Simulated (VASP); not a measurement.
TiC: single point with PBEsol

TiC:

```
Ti C
1.0
     0.00000    2.13645    2.13645
     2.13645    0.00000    2.13645
     2.13645    2.13645    0.00000
Ti C
1 1
Cartesian
  0.0000 0.0000 0.0000
  2.1364 2.1364 2.1364
```

This cell differs from its parent crystal: volume scaled by 0.96.

```yaml
Program: VASP 6.6.1
Task: single point
Functional: PBEsol
Potentials_or_basis: VASP PAW PBE potentials, release 64 (Ti_sv, C)
Cutoff: 520 eV
k_mesh: 11 × 11 × 11
Occupations: fermi-dirac, width 0.05 eV
Spin: no spin polarisation
```

```yaml
Pressure: 4.1 GPa
Band_gap_on_the_k_mesh: zero (band 8 reaches 10.46 eV, above the bottom of band 9 at 9.37 eV)
```

Levels at points of the mesh, in eV from the Fermi level:
```tsv
k point	band 5	band 6	band 7	band 8	band 9	band 10	band 11	band 12
(0.00, 0.00, 0.00)	-12.62	0.61	0.61	0.61	1.69	1.69	1.69	1.75
```

Run time: 8.2 s on 1 thread of Intel(R) Xeon(R) Platinum 8488C (Sapphire Rapids), with other jobs on the host, peak memory 0.15 GiB.

Caveat: the PAW data sets were made with another functional, which shifts forces and pressure a little.
